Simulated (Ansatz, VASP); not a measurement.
# One calculation of Cu, two programs

```
Cu
1.0
     2.66544    0.00000    0.00000
    -1.33272    2.30834    0.00000
     0.00000    0.00000    3.95559
Cu
2
Direct
  0.33333 0.66667 0.25000
  0.66667 0.33333 0.75000
```

Alike in both runs: task single point; functional r2SCAN; k mesh 18 × 18 × 10; occupations gaussian, width 0.1 eV; no spin polarisation.

```csv
,VASP,Ansatz
version,VASP 6.6.1,Ansatz 0.2.0
potentials or method,"VASP PAW PBE potentials, release 64 (Cu), cutoff 520 eV","scalar-relativistic, plane waves, PAW"
valence electrons in the cell,22,38
```

|  | VASP | Ansatz | Ansatz less VASP |
| --- | --- | --- | --- |
| gap on the k mesh at the Fermi level (eV) | none | none | - |
| pressure (GPa) | -6.4 | -7.0 | -0.65 |
| traceless stress, the component that is largest in VASP (GPa) | 9.14 | 9.01 | -0.127 |

VASP's potentials were made for PBE, not for r2SCAN. A gap of «none» marks a metal or a gap that the smearing closes. VASP's potentials hold 22 valence electrons a cell and Ansatz's 38, so a difference there can come from the potentials and not from the codes.
